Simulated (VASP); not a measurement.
Be: single point with PBEsol

Crystal: Be.

```xyz
1
Lattice="-1.2782 1.2531 1.2531 1.2531 -1.2782 1.2531 1.2531 1.2531 -1.2782" Properties=species:S:1:pos:R:3 pbc="T T T"
Be    0.0000    0.0000    0.0000
```

This cell differs from its parent crystal: equal xy, yz and zx shear strains of -2 %.

```yaml
Program: VASP 6.6.1
Task: single point
Functional: PBEsol
Potentials_or_basis: VASP PAW PBE potentials, release 64 (Be)
Cutoff: 520 eV
k_mesh: 23 × 23 × 23
Occupations: fermi-dirac, width 0.03 eV
Spin: no spin polarisation
Dipole_correction: no
Further_INCAR_settings: ALGO = Normal; EDIFF = 1e-06; NBANDS = 7
```

The pressure is -1.4 GPa and the band gap on the k mesh is zero (bands 1 and 2 overlap by 5.06 eV).

Stress tensor (GPa, compression positive):
```
-1.41  4.29  4.29
 4.29 -1.41  4.29
 4.29  4.29 -1.41
```

Levels at points of the mesh, in eV from the Fermi level:
```csv
k point,band 1,band 2,band 3,band 4
"(0.00, 0.00, 0.00)",-12.25,19.00,19.00,19.94
```

Wall time 14 s on 1 thread of Intel(R) Xeon(R) Platinum 8488C (Sapphire Rapids), on a shared host, peak memory 0.15 GiB.

Caveat: the cell differs from its parent crystal (equal xy, yz and zx shear strains of -2 %); the PAW data sets were made with another functional, which shifts forces and pressure a little.
